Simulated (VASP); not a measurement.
# Zn6CO6F2 in VASP: further runs, part 2 of 2

VASP 6.6.1. The steps go on from the part before.

## Step 4: Single point, PBE

INCAR

```
SYSTEM = Zn6CO6F2
PREC = Accurate ; ENCUT = 1010
EDIFF = 1E-6 ; ISMEAR = 0
SIGMA = 0.02 ; LREAL = Auto
LASPH = .TRUE. ; NELM = 120
ALGO = Normal ; ISIF = 2
LWAVE = .FALSE. ; LCHARG = .FALSE.
GGA = PE ; NBANDS = 76
GGA_COMPAT = .FALSE. ; NELMDL = -8
```

KPOINTS

```
Automatic mesh
0
G
  2 2 1
  0 0 0
```

POSCAR

```
Zn6CO6F2
1.0
    5.8041020000      0.0000000000      0.0000000000
   -2.9020510000      5.4880210000      0.0000000000
    0.0000000000      0.0000000000     17.5870760000
Zn O C F
6 6 1 2
Direct
    0.3333333908      0.0000000000      0.0568599351
    0.3525150351      0.4864842901      0.1018572388
    0.9111828238      0.0577291887      0.1315612101
    0.8650086361      0.5214571883      0.1194071715
    0.3894302289      0.1204929792      0.2159374873
    0.5517772734      0.6401243727      0.2593631255
    0.1801376933      0.6661966126      0.0671081424
    0.1632467482      0.1848815812      0.0436583091
    0.6955571608      0.7075636190      0.1527061121
    0.6404951416      0.1736462014      0.1339543879
    0.1563135675      0.8061629137      0.2631821799
    0.2005337719      0.2926462927      0.2013330698
    0.2485989569      0.6760938050      0.2887881988
   -0.3077240872      0.5333000730      0.3323796406
    0.0946401033      0.5001427655      0.3357950463
```

Potentials or basis: VASP PAW PBE potentials, release 64 (Zn, O_h, C_h, F_h).

Launch:

```sh
cat potpaw_PBE.64/Zn/POTCAR potpaw_PBE.64/O_h/POTCAR potpaw_PBE.64/C_h/POTCAR potpaw_PBE.64/F_h/POTCAR > POTCAR
mpirun -np 1 vasp_std > vasp.out
```

OUTCAR:

```text
SYSTEM = Zn6CO6F2
   PREC = Accurate
   ENCUT = 1010
   EDIFF = 1E-6
   ISMEAR = 0
   LREAL = Auto
   LASPH = .TRUE.
   NELM = 120
   ISIF = 2
   GGA = PE
   NELMDL = -8

 ion  position               nearest neighbor table
   1  0.333  0.000  0.057-   7 1.84   8 1.85  10 2.09   5 2.87   3 2.95
   2  0.353  0.486  0.102-   7 1.91   8 1.96   9 2.02  12 2.07   3 2.75   4 2.90   4 2.95   6 2.98

   3  0.911  0.058  0.132-   9 1.97  10 2.01   8 2.02  12 2.04   2 2.75   1 2.95   5 3.01   4 3.02

   4  0.865  0.521  0.119-   7 1.86   9 1.93  10 1.95   2 2.90   2 2.95   3 3.02
   5  0.389  0.120  0.216-  12 1.87  11 1.96  10 1.97   1 2.87   6 3.01   3 3.01
   6  0.552  0.640  0.259-  14 1.81  13 1.94   9 2.02   2 2.98   5 3.01
   7  0.180  0.666  0.067-   1 1.84   4 1.86   2 1.91
   8  0.163  0.185  0.044-   1 1.85   2 1.96   3 2.02
   9  0.696  0.708  0.153-   4 1.93   3 1.97   6 2.02   2 2.02
  10  0.640  0.174  0.134-   4 1.95   5 1.97   3 2.01   1 2.09
  11  0.156  0.806  0.263-  13 1.24   5 1.96
  12  0.201  0.293  0.201-   5 1.87   3 2.04   2 2.07
  13  0.249  0.676  0.289-  11 1.24  15 1.33   6 1.94
  14  0.692  0.533  0.332-   6 1.81
  15  0.095  0.500  0.336-  13 1.33

  LATTYP: Found a base centered orthorhombic cell.
 ALAT       =     5.8041020000
 B/A-ratio  =     1.8910835819
 C/A-ratio  =     3.0301114625

  Lattice vectors:

 A1 = (   2.9020510000,  -5.4880210000,   0.0000000000)
 A2 = (   2.9020510000,   5.4880210000,   0.0000000000)
 A3 = (   0.0000000000,   0.0000000000,  17.5870760000)

Analysis of symmetry for initial positions (statically):
=====================================================================
 Subroutine PRICEL returns:
 Original cell was already a primitive cell.

 Routine SETGRP: Setting up the symmetry group for a
 base centered orthorhombic supercell.

 Subroutine GETGRP returns: Found  1 space group operations
[... 154 lines left out ...]
 Gauss-broadening in eV      SIGMA  =   0.02
  energy-cutoff  :     1010.00
  volume of cell :      560.20
 maximum number of plane-waves:     40868
   NGX = 31   NGY = 33   NGZ = 91

 number of electron     126.0000003 magnetization

 Free energy of the ion-electron system (eV)
  ---------------------------------------------------
  ext. energy  EPLUGINS =         0.00000000
  ---------------------------------------------------
  free energy    TOTEN  =       -66.01706691 eV

  energy without entropy =      -66.01706691  energy(sigma->0) =      -66.01706691

 E-fermi :  -3.8014     XC(G=0):  -4.0859

 val. band max:       -3.9895075320   @ k =   0.5000  -0.0000   0.0000
 cond. band min:      -2.5606731285   @ k =   0.0000   0.0000   0.0000
 fundamental gap:      1.4288344034
 Fermi energy:        -3.8013956878

 k-point     1 :       0.0000    0.0000    0.0000
  band No.  band energies     occupation
      1     -29.5707      2.00000
      2     -25.3961      2.00000
      3     -24.4423      2.00000
      4     -22.1193      2.00000
      5     -21.7235      2.00000
      6     -21.3581      2.00000
[... 301 lines left out ...]
     74       3.3225      0.00000
     75       3.5388      0.00000
 [bands above 75 left out]

------------------------ aborting loop because EDIFF is reached ----------------------------------------

  FORCE on cell =-STRESS in cart. coord.  units (eV):
  Direction    XX          YY          ZZ          XY          YZ          ZX
  --------------------------------------------------------------------------------------
  -------------------------------------------------------------------------------------
  Total        9.0449519      4.5621481      1.0047187     -4.4852367     -1.1922255      0.1809678
  in kB       25.8685690     13.0477467      2.8734961    -12.8277802     -3.4097659      0.5175680
  external PRESSURE =      13.9299373 kB  Pullay stress =       0.0000000 kB

 VOLUME and BASIS-vectors are now :
 -----------------------------------------------------------------------------
  energy-cutoff  :     1010.00
  volume of cell :      560.20
      direct lattice vectors                 reciprocal lattice vectors
     5.804102000  0.000000000  0.000000000     0.172291941  0.091107523  0.000000000
    -2.902051000  5.488021000  0.000000000     0.000000000  0.182215046  0.000000000
     0.000000000  0.000000000 17.587076000     0.000000000  0.000000000  0.056859935

 POSITION                                       TOTAL-FORCE (eV/Angst)
 -----------------------------------------------------------------------------------
      1.93470      0.00000      1.00000        -0.058215      0.109507      0.053086
      0.63423      2.66984      1.79137         0.058757      0.018443     -0.049122
      5.12107      0.31682      2.31378         0.026038      0.013626     -0.015783
      3.50730      2.86177      2.10002         0.019743     -0.028056     -0.025699
      1.91062      0.66127      3.79771         0.058733      0.086637      0.078169
      1.34490      3.51302      4.56144        -0.091506     -0.037637     -0.182679
     -0.88780      3.65610      1.18024         0.030115     -0.012212     -0.084550
      0.41097      1.01463      0.76782        -0.048720      0.015679     -0.124711
      1.98370      3.88312      2.68565         0.017544      0.026534     -0.056684
      3.21357      0.95297      2.35587         0.008207     -0.030952     -0.012926
     -1.43227      4.42424      4.62860        -0.079976      0.144335      0.195978
      0.31464      1.60605      3.54086        -0.068798      0.102862      0.023281
     -0.51916      3.71042      5.07894        -0.011874      0.135731      0.058243
      2.47038      2.92676      5.84559         0.023951     -0.664861      0.013392
     -0.90214      2.74479      5.90565         0.116001      0.120364      0.130003
 -----------------------------------------------------------------------------------
    total drift:                               -0.010558      0.001756     -0.002930

  FREE ENERGIE OF THE ION-ELECTRON SYSTEM (eV)
  ---------------------------------------------------
  free  energy   TOTEN  =       -66.0170669138 eV

  energy  without entropy=      -66.0170669138  energy(sigma->0) =      -66.01706691
```

OSZICAR:

```text
N       E                     dE             d eps       ncg     rms          rms(c)
DAV:   1     0.165623416357E+04    0.16562E+04   -0.76400E+04   608   0.256E+03
DAV:   2     0.449114887728E+03   -0.12071E+04   -0.11609E+04   656   0.527E+02
DAV:   3     0.806529958773E+01   -0.44105E+03   -0.42569E+03   872   0.249E+02
[... 23 lines left out ...]
DAV:  27    -0.660170497506E+02   -0.89748E-05   -0.15375E-06   512   0.977E-03    0.209E-03
DAV:  28    -0.660170600198E+02   -0.10269E-04   -0.10921E-06   488   0.802E-03    0.169E-03
DAV:  29    -0.660170640218E+02   -0.40020E-05   -0.25377E-07   472   0.565E-03    0.120E-03
DAV:  30    -0.660170660604E+02   -0.20386E-05   -0.15735E-07   448   0.266E-03    0.734E-04
DAV:  31    -0.660170669138E+02   -0.85336E-06   -0.61183E-08   440   0.304E-03
   1 F= -.66017067E+02 E0= -.66017067E+02  d E =-.107266E-40
```

Run time: 24 min. Hardware: 1 thread of Intel Xeon Platinum 8375C at 2.90GHz (Ice Lake), shared host; peak memory 1.5 GiB.

Results:

| Quantity | Value |
| --- | --- |
| Free energy | -66.0171 eV |
| Largest force | 0.665 eV/Å |
| Band gap on the k mesh | 1.43 eV (least direct gap 1.52 eV) |

Forces in eV/Å, atoms in the order of the input:
```
Zn  -0.058  0.110  0.053
Zn   0.059  0.018 -0.049
Zn   0.026  0.014 -0.016
Zn   0.020 -0.028 -0.026
Zn   0.059  0.087  0.078
Zn  -0.092 -0.038 -0.183
O    0.030 -0.012 -0.085
O   -0.049  0.016 -0.125
O    0.018  0.027 -0.057
O    0.008 -0.031 -0.013
O   -0.080  0.144  0.196
O   -0.069  0.103  0.023
C   -0.012  0.136  0.058
F    0.024 -0.665  0.013
F    0.116  0.120  0.130
```

Levels at points of the mesh, in eV from the valence-band top:
```csv
k point,band 60,band 61,band 62,band 63,band 64,band 65,band 66,band 67
"(0.00, 0.00, 0.00)",-0.80,-0.55,-0.32,-0.09,1.43,3.37,3.70,4.40
"(0.50, 0.00, 0.00)",-0.73,-0.50,-0.29,0.00,2.99,3.39,3.59,4.21
"(0.50, 0.50, 0.00)",-0.95,-0.82,-0.30,-0.06,2.94,3.34,3.77,3.95
"(0.00, 0.50, 0.00)",-0.92,-0.71,-0.64,-0.11,2.81,3.33,3.60,3.95
```

Caveat: the k points lie up to 0.61 Å⁻¹ apart; there is no dipole correction, which matters where the two faces differ.

## Step 5: The runs side by side

```csv
cell,gap on the mesh (eV),largest force (eV/Å)
"as given, atomic positions A",1.52,0.16
"as given, atomic positions B",1.65,0.14
"as given, atomic positions C",1.43,0.67
```

Alike in all rows: task single point; level PBE; potentials or basis VASP PAW PBE potentials, release 64 (Zn, O_h, C_h, F_h); no spin polarisation; k mesh 2 × 2 × 1; cutoff (eV) 1010; smearing gaussian 0.02 eV.

Caveats: all runs use coarse meshes; there is no dipole correction, which matters where the two faces differ.

Total energies depend on the potentials used, so only differences within one code and one set of settings carry meaning.
